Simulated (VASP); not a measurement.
BiTe3:

```
CELL_PARAMETERS angstrom
5.62080 0.00000 0.00000
-2.81040 4.86775 0.00000
0.00000 0.00000 6.31425
ATOMIC_POSITIONS crystal
Bi 0.00000 0.00000 0.00000
Te 0.33333 0.66667 0.00000
Te 0.66667 0.33333 0.00000
Te 0.00000 0.00000 0.50000
```

| Item | Value |
| --- | --- |
| Program | VASP 6.6.1 |
| Task | relaxation of cell and atoms |
| Functional | PBE |
| Potentials or basis | VASP PAW PBE potentials, release 64 (Bi_d, Te) |
| Cutoff | 600 eV |
| k mesh | 6 × 6 × 4 |
| Occupations | gaussian, width 0.1 eV |
| Spin | no spin polarisation |

At the start: pressure -0.3 GPa; volume 43.19 Å³/atom.

**Question.** How do energy, volume and symmetry change on relaxing?

**Answer.** Over 5 steps the energy falls by 14.6 meV/atom and the volume is 41.74 Å³/atom (-3.4 %); space group P6/mmm (No. 191, to 0.05 Å).

Step by step:
```
step  energy change (eV)  largest force (eV/Å)  pressure (GPa)  volume (Å³)
   1              0.0000                0.0000           -0.28       172.76
   2             -0.0488                0.0000           -0.34       170.83
   3             -0.0559                0.0000           -0.36       169.84
   4             -0.0560                0.0000           -0.36       169.72
   5             -0.0582                0.0000            0.11       166.96
```

Final structure:
```
Bi Te
1.0
     5.66187    0.00000    0.00000
    -2.83093    4.90332    0.00000
     0.00000    0.00000    6.01387
Bi Te
1 3
Direct
  0.00000 0.00000 0.00000
  0.33333 0.66667 0.00000
  0.66667 0.33333 0.00000
  0.00000 0.00000 0.50000
```
